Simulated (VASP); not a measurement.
Crystal: Mo.

```
Mo
1.0
     2.73551    0.00000    0.00000
    -1.36776    2.36902    0.00000
     0.00000    0.00000    2.55518
Mo
1
Direct
  0.00000 0.00000 0.50000
```

Base run:

| Quantity | Value |
| --- | --- |
| Program | VASP 6.6.1 |
| Functional | PBEsol |
| Potentials or basis | VASP PAW PBE potentials, release 64 (Mo_sv) |
| Cutoff | 520 eV |
| k mesh | 9 × 9 × 8 |
| Occupations | fermi-dirac, width 0.05 eV |
| Spin | no spin polarisation |

Its results: band gap on the k mesh zero (band 7 reaches 12.21 eV, above the bottom of band 8 at 10.56 eV); pressure -2.9 GPa.

Question: The run is repeated on the same cell with these changes: functional from PBEsol to LDA; potentials or basis from VASP PAW PBE potentials, release 64 (Mo_sv) to VASP PAW LDA potentials, release 64 (Mo_sv). What comes out?

Answer: Band gap on the k mesh zero (band 7 reaches 12.27 eV, above the bottom of band 8 at 10.55 eV); pressure -6.9 GPa.

Caveats: the PAW data sets were made with another functional, which shifts forces and pressure a little (some runs).
